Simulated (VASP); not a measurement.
## SbS: single point with PBE

The system is SbS.

```xyz
2
Lattice="3.5003 0.0000 0.0000 0.0000 3.5003 0.0000 0.0000 0.0000 4.8704" Properties=species:S:1:pos:R:3 pbc="T T T"
Sb    1.7502    1.7502    2.4352
S     1.7502    1.7502    0.0000
```

| Item | Value |
| --- | --- |
| Program | VASP 6.6.1 |
| Task | single point |
| Functional | PBE |
| Potentials or basis | VASP PAW PBE potentials, release 64 (Sb, S) |
| Cutoff | 520 eV |
| k mesh | 4 × 4 × 4 |
| Occupations | gaussian, width 0.1 eV |
| Spin | no spin polarisation |
| Dipole correction | no |
| Further INCAR settings | ALGO = Normal; EDIFF = 1e-07; NBANDS = 12 |

```json
{
  "Pressure": "0.0 GPa"
}
```

Stress tensor (GPa, compression positive):
```
-0.07  0.00  0.00
 0.00 -0.07  0.00
 0.00  0.00  0.02
```

Levels at points of the mesh, in eV from the Fermi level:
| k point | band 3 | band 4 | band 5 | band 6 | band 7 | band 8 |
| --- | --- | --- | --- | --- | --- | --- |
| (0.00, 0.00, 0.00) | -6.10 | -1.02 | -1.02 | 3.71 | 3.71 | 4.81 |
| (0.50, 0.00, 0.00) | -5.61 | -4.66 | -0.61 | -0.54 | 4.56 | 4.63 |
| (0.50, 0.50, 0.00) | -5.18 | -3.78 | -3.78 | 0.23 | 0.23 | 3.24 |
| (0.00, 0.00, 0.50) | -0.40 | -0.40 | -0.28 | 1.56 | 2.10 | 2.10 |
| (0.50, 0.00, 0.50) | -3.31 | -3.08 | -0.09 | 0.47 | 2.43 | 3.03 |
| (0.50, 0.50, 0.50) | -2.48 | -2.48 | -2.17 | -2.17 | 1.33 | 3.19 |

Wall time 9.7 s on 1 thread of Intel(R) Xeon(R) Platinum 8488C (Sapphire Rapids), with other jobs on the host, peak memory 0.17 GiB.

Caveat: the k points lie up to 0.45 Å⁻¹ apart; spin-orbit coupling is left out, which moves the levels of the heavy elements.
